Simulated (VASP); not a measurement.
# Se (Pm-3m) in VASP: single point with LDA

Aim: the single point of Se with LDA.

Program: VASP 6.6.1. These are calculated values, not measurements. Logs are shortened: lines on timing, memory, paths and dates and some standing lists are left out, and cuts for length are marked.

## (1) The cell of the first run

It takes space group Pm-3m (No. 221, cubic). Conventional cell: a = 2.811 Å, b = 2.811 Å, c = 2.811 Å, α = 90.00°, β = 90.00°, γ = 90.00°. Se (site symmetry m-3m) has 6 Se at 2.81 Å within 3.7 Å.

This isn't the form of Se at room conditions, which is trigonal, of chains.

## (2) Single point, LDA

INCAR reads:

```
SYSTEM = Se
ALGO = Normal
EDIFF = 1E-6
ENCUT = 500
GGA = CA
GGA_COMPAT = .False.
ISIF = 2
ISMEAR = 0
LASPH = .True.
LCHARG = .True.
LELF = .True.
LREAL = .False.
LVHAR = .True.
LWAVE = .False.
NBANDS = 9
NELM = 120
PREC = Accurate
SIGMA = 0.1
```

KPOINTS reads:

```
k-points
0
Gamma
  6 6 6
  0 0 0
```

POSCAR reads:

```
Se
1.0
    2.8105630200      0.0000000000      0.0000000000
    0.0000000000      2.8105630200      0.0000000000
    0.0000000000      0.0000000000      2.8105630200
Se
1
Direct
    0.0000000000      0.0000000000      0.0000000000
```

Potentials or basis: VASP PAW LDA potentials, release 64 (Se).

The run is started by

```bash
$ cat potpaw_LDA.64/Se/POTCAR > POTCAR
$ mpirun -np 1 vasp_std > vasp.out
```

OUTCAR:

```text
SYSTEM = Se
   EDIFF = 1E-6
   ENCUT = 500
   GGA = CA
   ISIF = 2
   ISMEAR = 0
   LASPH = .True.
   LREAL = .False.
   NELM = 120
   PREC = Accurate

 ion  position               nearest neighbor table
   1  0.000  0.000  0.000-

  LATTYP: Found a simple cubic cell.
 ALAT       =     2.8105630200

  Lattice vectors:

 A1 = (   2.8105630200,   0.0000000000,   0.0000000000)
 A2 = (   0.0000000000,   2.8105630200,   0.0000000000)
 A3 = (   0.0000000000,   0.0000000000,   2.8105630200)

Analysis of symmetry for initial positions (statically):
=====================================================================
 Subroutine PRICEL returns:
 Original cell was already a primitive cell.

 Routine SETGRP: Setting up the symmetry group for a
 simple cubic supercell.

 Subroutine GETGRP returns: Found 48 space group operations
 (whereof 48 operations were pure point group operations)
 out of a pool of 48 trial point group operations.

The static configuration has the point symmetry O_h .

Analysis of symmetry for dynamics (positions and initial velocities):
=====================================================================
 Subroutine PRICEL returns:
 Original cell was already a primitive cell.

 Routine SETGRP: Setting up the symmetry group for a
 simple cubic supercell.

 Subroutine GETGRP returns: Found 48 space group operations
 (whereof 48 operations were pure point group operations)
 out of a pool of 48 trial point group operations.

The dynamic configuration has the point symmetry O_h .

 Subroutine INISYM returns: Found 48 space group operations
 (whereof 48 operations are pure point group operations),
 and found     1 'primitive' translations

----------------------------------------------------------------------------------------

                                     Primitive cell

  volume of cell :      22.2014

  direct lattice vectors                    reciprocal lattice vectors
     2.810563020  0.000000000  0.000000000     0.355800597  0.000000000  0.000000000
     0.000000000  2.810563020  0.000000000     0.000000000  0.355800597  0.000000000
     0.000000000  0.000000000  2.810563020     0.000000000  0.000000000  0.355800597

  length of vectors
     2.810563020  2.810563020  2.810563020     0.355800597  0.355800597  0.355800597

  position of ions in fractional coordinates (direct lattice)
     0.000000000  0.000000000  0.000000000

  ion indices of the primitive-cell ions
   primitive index   ion index
                 1           1

----------------------------------------------------------------------------------------

 KPOINTS: k-points

Automatic generation of k-mesh.
 Grid dimensions read from file:
 generate k-points for:    6    6    6

 Generating k-lattice:

  Cartesian coordinates                     Fractional coordinates (reciprocal lattice)
     0.059300099  0.000000000  0.000000000     0.166666667  0.000000000  0.000000000
     0.000000000  0.059300099  0.000000000     0.000000000  0.166666667  0.000000000
     0.000000000  0.000000000  0.059300099     0.000000000  0.000000000  0.166666667

  Length of vectors
     0.059300099  0.059300099  0.059300099

  Shift w.r.t. Gamma in fractional coordinates (k-lattice)
     0.000000000  0.000000000  0.000000000

 Subroutine IBZKPT returns following result:
 ===========================================

 Found     20 irreducible k-points:

 Following reciprocal coordinates:
            Coordinates               Weight
  0.000000  0.000000  0.000000      1.000000
  0.166667  0.000000  0.000000      6.000000
  0.333333  0.000000  0.000000      6.000000
  0.500000  0.000000  0.000000      3.000000
  0.166667  0.166667  0.000000     12.000000
  0.333333  0.166667  0.000000     24.000000
[... 12 lines left out ...]
  0.500000  0.500000  0.333333      6.000000
  0.500000  0.500000  0.500000      1.000000
   k-points           NKPTS =     20   k-points in BZ     NKDIM =     20   number of bands    NBANDS=      9
   number of dos      NEDOS =    301   number of ions     NIONS =      1
   total plane-waves  NPLWV =   8000
   dimension x,y,z NGX =    20 NGY =   20 NGZ =   20
   dimension x,y,z NGXF=    40 NGYF=   40 NGZF=   40
   ions per type =               1
   NGX,Y,Z   is equivalent  to a cutoff of  11.83, 11.83, 11.83 a.u.
   NGXF,Y,Z  is equivalent  to a cutoff of  23.66, 23.66, 23.66 a.u.
 SYSTEM =  Se
   PREC   = accura    normal or accurate (medium, high low for compatibility)
   ISTART =      0    job   : 0-new  1-cont  2-samecut
   ICHARG =      2    charge: 1-file 2-atom 10-const
   ISPIN  =      1    spin polarized calculation?
   LNONCOLLINEAR =      F non collinear calculations
   LSORBIT =      F    spin-orbit coupling
   LASPH  =      T    aspherical Exc in radial PAW
   ENCUT  =  500.0 eV  36.75 Ry    6.06 a.u.   5.12  5.12  5.12*2*pi/ulx,y,z
   NELM   =    120;   NELMIN=  2; NELMDL= -5     # of ELM steps
   EDIFF  = 0.1E-05   stopping-criterion for ELM
   LREAL  =      F    real-space projection
   EDIFFG = 0.1E-04   stopping-criterion for IOM
   NSW    =      0    number of steps for IOM
   IBRION =     -1    ionic relax: 0-MD 1-quasi-New 2-CG
   NFREE  =      0    steps in history (QN), initial steepest desc. (CG)
   ISIF   =      2    stress and relaxation
   ISYM   =      2    0-nonsym 1-usesym 2-fastsym
   POTIM  = 0.5000    time-step for ionic-motion
   TEBEG  =    0.0;   TEEND  =   0.0 temperature during run
   PSTRESS=    0.0 pullay stress
   NELECT =       6.0000    total number of electrons
   NUPDOWN=      -1.0000    fix difference up-down
   EMIN   =  10.00;   EMAX   =-10.00  energy-range for DOS
   EFERMI =   0.00;   METHOD = LEGACY
   ISMEAR =     0;   SIGMA  =   0.10  broadening in eV -4-tet -1-fermi 0-gaus
   EFERMI_NEDOS =   21; number of points for ismear=-14 and -15
   IALGO  =     38    algorithm
   IMIX   =      4    mixing-type and parameters
     AMIX     =   0.40;   BMIX     =  1.00
     AMIX_MAG =   1.60;   BMIX_MAG =  1.00
  volume/ion in A,a.u.               =      22.20       149.82
  Fermi-wavevector in a.u.,A,eV,Ry     =   1.058438  2.000157 15.242472  1.120290
  Thomas-Fermi vector in A             =   2.193747
   LORBIT       =      0    0 simple, 1 ext, 2 COOP (PROOUT), +10 PAW based schemes
   GGA     = CA    functional components
   LHFCALC =     F    Hartree Fock is set to
   AEXX    =    0.0000 exact exchange contribution
   IVDW    =     0    specifies the selected vdW correction
   LEPSILON=     F    determine dielectric tensor
   LRPA    =     F    only Hartree local field effects (RPA)
 non-spin polarized calculation
 Gauss-broadening in eV      SIGMA  =   0.10
  energy-cutoff  :      500.00
  volume of cell :       22.20
 maximum number of plane-waves:       587
   NGX = 11   NGY = 11   NGZ = 11

 number of electron       5.9999997 magnetization

 Free energy of the ion-electron system (eV)
  ---------------------------------------------------
  ext. energy  EPLUGINS =         0.00000000
  ---------------------------------------------------
  free energy    TOTEN  =        -3.91293911 eV

  energy without entropy =       -3.90663398  energy(sigma->0) =       -3.90978655

 E-fermi :   4.8866     XC(G=0): -10.2406

 val. band max:        4.7497987288   @ k =   0.3333   0.1667   0.1667
 cond. band min:       4.9289921299   @ k =   0.3333   0.1667   0.1667
 fundamental gap:      0.1791934012
 Fermi energy:         4.8865743624

 k-point     1 :       0.0000    0.0000    0.0000
  band No.  band energies     occupation
      1     -11.2627      2.00000
      2       6.3310      0.00000
      3       6.3310      0.00000
      4       6.3310      0.00000
      5      12.6683      0.00000
      6      12.7094      0.00000
      7      12.7094      0.00000
      8      27.3106      0.00000
      9      27.3106      0.00000

 k-point     2 :       0.1667    0.0000    0.0000
  band No.  band energies     occupation
      1     -10.8687      2.00000
      2       3.2717      2.00000
      3       6.6365      0.00000
      4       6.6365      0.00000
      5      13.1095      0.00000
      6      13.1586      0.00000
      7      16.5185      0.00000
      8      23.3824      0.00000
      9      23.3824      0.00000

 k-point     3 :       0.3333    0.0000    0.0000
  band No.  band energies     occupation
      1      -9.8583      2.00000
      2      -0.4839      2.00000
      3       7.3502      0.00000
      4       7.3502      0.00000
      5      14.1550      0.00000
      6      14.5762      0.00000
      7      19.4940      0.00000
      8      19.8882      0.00000
      9      19.8882      0.00000

 k-point     4 :       0.5000    0.0000    0.0000
  band No.  band energies     occupation
      1      -9.1380      2.00000
      2      -2.1743      2.00000
      3       7.7820      0.00000
      4       7.7820      0.00000
      5      14.9325      0.00000
      6      16.5122      0.00000
      7      17.3346      0.00000
      8      18.5098      0.00000
      9      18.5098      0.00000
[... 157 lines left out ...]
 k-point    18 :       0.5000    0.3333    0.3333
  band No.  band energies     occupation
      1      -6.3479      2.00000
      2       0.4257      2.00000
      3       2.5393      2.00000
      4       2.7890      2.00000
      5      10.5680      0.00000
      6      11.6899      0.00000
      7      13.7436      0.00000
      8      18.9415      0.00000
      9      26.7352      0.00000

 k-point    19 :       0.5000    0.5000    0.3333
  band No.  band energies     occupation
      1      -5.6226      2.00000
      2       1.0167      2.00000
      3       1.0167      2.00000
      4       3.2087      2.00000
      5       9.4770      0.00000
      6      12.2352      0.00000
      7      12.2352      0.00000
      8      16.8714      0.00000
      9      28.1191      0.00000

 k-point    20 :       0.5000    0.5000    0.5000
  band No.  band energies     occupation
      1      -4.8835      2.00000
      2       1.5642      2.00000
      3       1.5642      2.00000
      4       1.5642      2.00000
      5      10.6898      0.00000
      6      10.6898      0.00000
      7      10.6898      0.00000
      8      14.6280      0.00000
      9      33.8941      0.00000

------------------------ aborting loop because EDIFF is reached ----------------------------------------

  FORCE on cell =-STRESS in cart. coord.  units (eV):
  Direction    XX          YY          ZZ          XY          YZ          ZX
  --------------------------------------------------------------------------------------
  -------------------------------------------------------------------------------------
  Total       -0.5309938     -0.5309938     -0.5309938      0.0000000      0.0000000     -0.0000000
  in kB      -38.3195162    -38.3195162    -38.3195162      0.0000000      0.0000000     -0.0000000
  external PRESSURE =     -38.3195162 kB  Pullay stress =       0.0000000 kB

 VOLUME and BASIS-vectors are now :
 -----------------------------------------------------------------------------
  energy-cutoff  :      500.00
  volume of cell :       22.20
      direct lattice vectors                 reciprocal lattice vectors
     2.810563020  0.000000000  0.000000000     0.355800597  0.000000000  0.000000000
     0.000000000  2.810563020  0.000000000     0.000000000  0.355800597  0.000000000
     0.000000000  0.000000000  2.810563020     0.000000000  0.000000000  0.355800597

 POSITION                                       TOTAL-FORCE (eV/Angst)
 -----------------------------------------------------------------------------------
      0.00000      0.00000      0.00000         0.000000      0.000000      0.000000
 -----------------------------------------------------------------------------------
    total drift:                               -0.000000     -0.000000      0.000000

  FREE ENERGIE OF THE ION-ELECTRON SYSTEM (eV)
  ---------------------------------------------------
  free  energy   TOTEN  =        -3.9129391090 eV

  energy  without entropy=       -3.9066339823  energy(sigma->0) =       -3.90978655
```

It took 2.8 s on 1 thread of Intel Xeon Platinum 8259CL at 2.50GHz (Skylake/Cascade Lake), shared host; peak memory 0.11 GiB.

Results:

- Free energy: -3.9129 eV
- Pressure: -3.8 GPa
- Band gap on the k mesh: zero (bands 3 and 4 overlap by 6.22 eV)

Caveat: the k points lie up to 0.37 Å⁻¹ apart, too coarse for converged energies and pressures of a metal.

The gap in the log of VASP goes by the Fermi energy; the results here count the filled bands.